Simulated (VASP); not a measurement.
# C in VASP: single point with PBEsol+D4

Aim: the single point of C with PBEsol+D4.

Everything below comes from runs of VASP 6.6.1. Logs are shortened: lines on timing, memory, paths and dates and some standing lists are left out, and cuts for length are marked.

## 1. The cell of the first run

The cell holds a slab with vacuum, 14 atoms: a = 6.500 Å, b = 6.500 Å, c = 21.991 Å, α = 90.00°, β = 90.00°, γ = 120.00°.

## 2. Single point, PBEsol+D4

INCAR reads:

```
SYSTEM = C
PREC     = Accurate       ! precision mode
ENCUT    = 520            ! plane-wave cutoff, eV
EDIFF    = 1E-6           ! SCF threshold, eV
ISMEAR   = 0              ! smearing method
SIGMA    = 0.04           ! smearing width, eV
LREAL    = .FALSE.        ! projectors in reciprocal space
LASPH    = .TRUE.         ! aspherical terms in the spheres
NELM     = 120            ! most SCF steps
ALGO     = Normal         ! electronic algorithm
ISIF     = 2              ! what is computed and relaxed
LWAVE    = .FALSE.        ! write WAVECAR
LCHARG   = .FALSE.        ! write CHGCAR
LDIPOL   = .TRUE.       
IDIPOL   = 3            
DIPOL    = 0.5 0.5 0.643
GGA      = PS             ! functional
IVDW     = 13             ! dispersion correction
NBANDS   = 41             ! bands
GGA_COMPAT= .FALSE.      
NELMDL   = -8
```

KPOINTS reads:

```
Automatic mesh
0
G
  6 6 1
  0 0 0
```

POSCAR reads:

```
C
1.0
    6.1421700958      2.1277101349      0.0000000000
   -4.9137360766      4.2554202698      0.0000000000
    0.0000000000      0.0000000000     21.9912758565
C
14
Direct
    0.0960031564      0.1189548205      0.6447576873
    0.2382095934      0.5463908883      0.6412397380
    0.3810451795      0.9770483359      0.6447576873
    0.5229516641      0.4039968436      0.6447576873
    0.6666666667      0.8333333333      0.6438068622
    0.8081812949      0.2617904066      0.6412397380
    0.9536091117      0.6918187051      0.6412397380
    0.1436523080      0.9277133154      0.6471402309
    0.2840610074      0.3563476920      0.6471402309
    0.4294343132      0.7869705064      0.6396840570
    0.5722866846      0.2159389926      0.6471402309
    0.7130294936      0.6424638069      0.6396840570
    0.8575361931      0.0705656868      0.6396840570
    0.0000000000      0.5000000000      0.6379254789
```

Potentials or basis: VASP PAW PBE potentials, release 64 (C).

Command:

```sh
$ cat potpaw_PBE.64/C/POTCAR > POTCAR
$ mpirun -np 1 vasp_std > vasp.out
```

OUTCAR:

```text
SYSTEM = C
   PREC = Accurate
   ENCUT = 520
   EDIFF = 1E-6
   ISMEAR = 0
   LREAL = .FALSE.
   LASPH = .TRUE.
   NELM = 120
   ISIF = 2
   GGA = PS
   IVDW = 13
   NELMDL = -8

 ion  position               nearest neighbor table
   1  0.096  0.119  0.645-   9 1.41  13 1.42   8 1.42
   2  0.238  0.546  0.641-   9 1.41  14 1.42  10 1.43
   3  0.381  0.977  0.645-   8 1.41  10 1.42  11 1.42
   4  0.523  0.404  0.645-  11 1.41  12 1.42   9 1.42
   5  0.667  0.833  0.644-  12 1.42  13 1.42  10 1.42
   6  0.808  0.262  0.641-  11 1.41  14 1.42  13 1.43
   7  0.954  0.692  0.641-   8 1.41  14 1.42  12 1.43
   8  0.144  0.928  0.647-   3 1.41   7 1.41   1 1.42
   9  0.284  0.356  0.647-   1 1.41   2 1.41   4 1.42
  10  0.429  0.787  0.640-   5 1.42   3 1.42   2 1.43
  11  0.572  0.216  0.647-   4 1.41   6 1.41   3 1.42
  12  0.713  0.642  0.640-   5 1.42   4 1.42   7 1.43
  13  0.858  0.071  0.640-   5 1.42   1 1.42   6 1.43
  14  0.000  0.500  0.638-   6 1.42   7 1.42   2 1.42

  LATTYP: Found a hexagonal cell.
 ALAT       =     6.5002618335
 C/A-ratio  =     3.3831369289

  Lattice vectors:

 A1 = (   6.1421700958,   2.1277101349,   0.0000000000)
 A2 = (  -4.9137360766,   4.2554202698,   0.0000000000)
 A3 = (   0.0000000000,   0.0000000000,  21.9912758565)

Analysis of symmetry for initial positions (statically):
=====================================================================
 Subroutine PRICEL returns:
 Original cell was already a primitive cell.

 Routine SETGRP: Setting up the symmetry group for a
 hexagonal supercell.

 Subroutine GETGRP returns: Found  3 space group operations
 (whereof  1 operations were pure point group operations)
 out of a pool of 24 trial point group operations.

The static configuration has the point symmetry C_1 .
 The point group associated with its full space group is C_3 .

Analysis of symmetry for dynamics (positions and initial velocities):
=====================================================================
 Subroutine PRICEL returns:
 Original cell was already a primitive cell.

 Routine SETGRP: Setting up the symmetry group for a
 hexagonal supercell.

 Subroutine GETGRP returns: Found  3 space group operations
 (whereof  1 operations were pure point group operations)
 out of a pool of 24 trial point group operations.

The dynamic configuration has the point symmetry C_1 .
 The point group associated with its full space group is C_3 .

 Subroutine INISYM returns: Found  3 space group operations
 (whereof  1 operations are pure point group operations),
 and found     1 'primitive' translations

----------------------------------------------------------------------------------------

                                     Primitive cell

  volume of cell :     804.7162

  direct lattice vectors                    reciprocal lattice vectors
     6.142170096  2.127710135  0.000000000     0.116292076  0.134282523  0.000000000
    -4.913736077  4.255420270  0.000000000    -0.058146038  0.167853154  0.000000000
     0.000000000  0.000000000 21.991275856     0.000000000  0.000000000  0.045472578

  length of vectors
     6.500261833  6.500261833 21.991275856     0.177639081  0.177639081  0.045472578

  position of ions in fractional coordinates (direct lattice)
     0.096003156  0.118954821  0.644757687
     0.238209593  0.546390888  0.641239738
     0.381045179  0.977048336  0.644757687
     0.522951664  0.403996844  0.644757687
     0.666666667  0.833333333  0.643806862
     0.808181295  0.261790407  0.641239738
     0.953609112  0.691818705  0.641239738
     0.143652308  0.927713315  0.647140231
     0.284061007  0.356347692  0.647140231
     0.429434313  0.786970506  0.639684057
     0.572286685  0.215938993  0.647140231
     0.713029494  0.642463807  0.639684057
     0.857536193  0.070565687  0.639684057
     1.000000000  0.500000000  0.637925479

[... 28 lines left out ...]
     0.019382013  0.022380421  0.000000000     0.166666667  0.000000000  0.000000000
    -0.009691006  0.027975526  0.000000000     0.000000000  0.166666667  0.000000000
     0.000000000  0.000000000  0.045472578     0.000000000  0.000000000  1.000000000

  Length of vectors
     0.029606514  0.029606514  0.045472578

  Shift w.r.t. Gamma in fractional coordinates (k-lattice)
     0.000000000  0.000000000  0.000000000

 Subroutine IBZKPT returns following result:
 ===========================================

 Found      8 irreducible k-points:

 Following reciprocal coordinates:
            Coordinates               Weight
  0.000000  0.000000  0.000000      1.000000
  0.166667  0.000000  0.000000      6.000000
  0.333333  0.000000  0.000000      6.000000
  0.500000  0.000000  0.000000      3.000000
  0.166667  0.166667  0.000000      6.000000
  0.333333  0.166667  0.000000      6.000000
 -0.333333  0.500000  0.000000      6.000000
  0.333333  0.333333  0.000000      2.000000
   k-points           NKPTS =      8   k-points in BZ     NKDIM =      8   number of bands    NBANDS=     41
   number of dos      NEDOS =    301   number of ions     NIONS =     14
   total plane-waves  NPLWV = 387072
   dimension x,y,z NGX =    48 NGY =   48 NGZ =  168
   dimension x,y,z NGXF=    96 NGYF=   96 NGZF=  336
   ions per type =              14
   NGX,Y,Z   is equivalent  to a cutoff of  12.28, 12.28, 12.70 a.u.
   NGXF,Y,Z  is equivalent  to a cutoff of  24.55, 24.55, 25.40 a.u.
 SYSTEM =  C
   PREC   = accura    normal or accurate (medium, high low for compatibility)
   ISTART =      0    job   : 0-new  1-cont  2-samecut
   ICHARG =      2    charge: 1-file 2-atom 10-const
   ISPIN  =      1    spin polarized calculation?
   LNONCOLLINEAR =      F non collinear calculations
   LSORBIT =      F    spin-orbit coupling
   LASPH  =      T    aspherical Exc in radial PAW
   ENCUT  =  520.0 eV  38.22 Ry    6.18 a.u.  12.09 12.09 40.89*2*pi/ulx,y,z
   NELM   =    120;   NELMIN=  2; NELMDL= -8     # of ELM steps
   EDIFF  = 0.1E-05   stopping-criterion for ELM
   LREAL  =      F    real-space projection
   EDIFFG = 0.1E-04   stopping-criterion for IOM
   NSW    =      0    number of steps for IOM
   IBRION =     -1    ionic relax: 0-MD 1-quasi-New 2-CG
   NFREE  =      0    steps in history (QN), initial steepest desc. (CG)
   ISIF   =      2    stress and relaxation
   ISYM   =      2    0-nonsym 1-usesym 2-fastsym
   POTIM  = 0.5000    time-step for ionic-motion
   TEBEG  =    0.0;   TEEND  =   0.0 temperature during run
   PSTRESS=    0.0 pullay stress
   NELECT =      56.0000    total number of electrons
   NUPDOWN=      -1.0000    fix difference up-down
   EMIN   =  10.00;   EMAX   =-10.00  energy-range for DOS
   EFERMI =   0.00;   METHOD = LEGACY
   ISMEAR =     0;   SIGMA  =   0.04  broadening in eV -4-tet -1-fermi 0-gaus
   EFERMI_NEDOS =   21; number of points for ismear=-14 and -15
   IALGO  =     38    algorithm
   IMIX   =      4    mixing-type and parameters
     AMIX     =   0.40;   BMIX     =  1.00
     AMIX_MAG =   1.60;   BMIX_MAG =  1.00
  volume/ion in A,a.u.               =      57.48       387.89
  Fermi-wavevector in a.u.,A,eV,Ry     =   0.673374  1.272493  6.169331  0.453433
  Thomas-Fermi vector in A             =   1.749775
   LORBIT       =      0    0 simple, 1 ext, 2 COOP (PROOUT), +10 PAW based schemes
   GGA     = PS    functional components
   LHFCALC =     F    Hartree Fock is set to
   AEXX    =    0.0000 exact exchange contribution
   IVDW    =    13    specifies the selected vdW correction
   LEPSILON=     F    determine dielectric tensor
   LRPA    =     F    only Hartree local field effects (RPA)
 non-spin polarized calculation
 Gauss-broadening in eV      SIGMA  =   0.04
  energy-cutoff  :      520.00
  volume of cell :      804.72
 maximum number of plane-waves:     21720
   NGX = 25   NGY = 25   NGZ = 81

 dipolmoment           0.000000      0.000000      0.000536 electrons x Angstroem

 number of electron      56.0000001 magnetization

 dipolmoment           0.000000      0.000000     -0.000606 electrons x Angstroem

 Free energy of the ion-electron system (eV)
  ---------------------------------------------------
  ext. energy  EPLUGINS =         0.00000000
  ---------------------------------------------------
  free energy    TOTEN  =      -134.66460636 eV

  energy without entropy =     -134.66259246  energy(sigma->0) =     -134.66359941

 E-fermi :  -2.9417     XC(G=0):  -1.9651

 val. band max:       -2.9604308065   @ k =   0.3333   0.3333   0.0000
 cond. band min:      -2.9229741815   @ k =   0.3333   0.3333   0.0000
 fundamental gap:      0.0374566250
 Fermi energy:        -2.9417024940

 k-point     1 :       0.0000    0.0000    0.0000
  band No.  band energies     occupation
      1     -22.4791      2.00000
      2     -19.1955      2.00000
      3     -19.1857      2.00000
      4     -19.1857      2.00000
      5     -19.1304      2.00000
      6     -19.1017      2.00000
[... 333 lines left out ...]
     39       3.0878      0.00000
     40       3.0886      0.00000
 [bands above 40 left out]

------------------------ aborting loop because EDIFF is reached ----------------------------------------

 vacuum level on the upper side and lower side of the slab       (xc-potential included)        -0.007        -0.004

  DFT-D4 for vdW energy calculation

  Edisp (eV):   -0.68400

  FORCE on cell =-STRESS in cart. coord.  units (eV):
  Direction    XX          YY          ZZ          XY          YZ          ZX
  --------------------------------------------------------------------------------------
  -------------------------------------------------------------------------------------
  Total       0.05917     0.05917    -0.63525    -0.00000     0.00000     0.00000
  in kB       0.11781     0.11781    -1.26477    -0.00000     0.00000     0.00000
  external pressure =       -0.34 kB  Pullay stress =        0.00 kB

 VOLUME and BASIS-vectors are now :
 -----------------------------------------------------------------------------
  energy-cutoff  :      520.00
  volume of cell :      804.72
      direct lattice vectors                 reciprocal lattice vectors
     6.142170096  2.127710135  0.000000000     0.116292076  0.134282523  0.000000000
    -4.913736077  4.255420270  0.000000000    -0.058146038  0.167853154  0.000000000
     0.000000000  0.000000000 21.991275856     0.000000000  0.000000000  0.045472578

 POSITION                                       TOTAL-FORCE (eV/Angst)
 -----------------------------------------------------------------------------------
      0.00516      0.71047     14.17904        -0.222913     -0.389873      0.234668
     -1.22170      2.83196     14.10168        -0.454387      0.345914     -0.194265
     -2.46051      4.96850     14.17904         0.449097      0.001888      0.234668
      1.22692      2.83187     14.17904        -0.226184      0.387985      0.234668
      0.00000      4.96466     14.15813        -0.000000      0.000000     -1.471660
      3.67762      2.83360     14.10168         0.526764      0.220553     -0.194265
      2.45781      4.97298     14.10168        -0.072377     -0.566467     -0.194265
     -3.67620      4.25346     14.23144        -0.452522      0.151629     -0.920666
     -0.00625      2.12081     14.23144         0.357576      0.316082     -0.920666
     -1.22931      4.26260     14.06747        -0.066704     -0.377410      1.099413
      2.45401      2.13657     14.23144         0.094947     -0.467710     -0.920666
      1.22265      4.25107     14.06747         0.360199      0.130937      1.099413
      4.92039      2.12488     14.06747        -0.293495      0.246473      1.099413
     -2.45687      2.12771     14.02880        -0.000000      0.000000      0.814209
 -----------------------------------------------------------------------------------
    total drift:                                0.000000     -0.000001     -0.000047

  FREE ENERGIE OF THE ION-ELECTRON SYSTEM (eV)
  ---------------------------------------------------
  free  energy   TOTEN  =      -135.3486090625 eV

  energy  without entropy=     -135.3465951661  energy(sigma->0) =     -135.34760211

 vacuum level on the upper side and lower side of the slab         1.371         1.374
```

It took 14 min on 1 thread of Oxide Virtual Turin-like, shared host; peak memory 0.78 GiB.

Results:

| Property | Result |
| --- | --- |
| Free energy | -135.3486 eV |
| Largest force | 1.472 eV/Å |
| Dispersion energy per atom | -0.049 eV |

Forces in eV/Å, atoms in the order of the input:
```
C   -0.223 -0.390  0.235
C   -0.454  0.346 -0.194
C    0.449  0.002  0.235
C   -0.226  0.388  0.235
C    0.000  0.000 -1.472
C    0.527  0.221 -0.194
C   -0.072 -0.566 -0.194
C   -0.453  0.152 -0.921
C    0.358  0.316 -0.921
C   -0.067 -0.377  1.099
C    0.095 -0.468 -0.921
C    0.360  0.131  1.099
C   -0.293  0.246  1.099
C    0.000  0.000  0.814
```

Caveat: the PAW data sets were made with another functional, which shifts forces and pressure a little.
